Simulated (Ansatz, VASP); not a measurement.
## Two plane-wave programs on ZnF2

```xyz
6
Lattice="4.7499 0.0000 0.0000 0.0000 4.7499 0.0000 0.0000 0.0000 3.1577" Properties=species:S:1:pos:R:3 pbc="T T T"
Zn    0.0000    0.0000    0.0000
Zn    2.3750    2.3750    1.5789
F     1.4401    1.4401    0.0000
F     0.9348    3.8151    1.5789
F     3.3098    3.3098    0.0000
F     3.8151    0.9348    1.5789
```

Alike in both runs: task single point; functional r2SCAN; k mesh 4 × 4 × 6; no spin polarisation.

```csv
,VASP,Ansatz
version,VASP 6.6.1,Ansatz 0.2.0
potentials or method,"VASP PAW PBE potentials, release 64 (Zn, F)","plane waves, PAW"
plane-wave cutoff (eV),660,500
occupations,"gaussian, width 0.01 eV",fixed
valence electrons in the cell,52,52
```

|  | VASP | Ansatz | Ansatz less VASP |
| --- | --- | --- | --- |
| gap on the k mesh at the Fermi level (eV) | 4.17 | 4.22 | +0.056 |
| pressure (GPa) | -3.1 | -3.4 | -0.28 |
| traceless stress, the component that is largest in VASP (GPa) | -0.35 | -0.44 | -0.090 |
| rms of the force components (eV/Å) | 0.015 | 0.022 | +0.0068 |

VASP's potentials were made for PBE, not for r2SCAN. Atom by atom the forces differ by 0.007 eV/Å (rms over components).
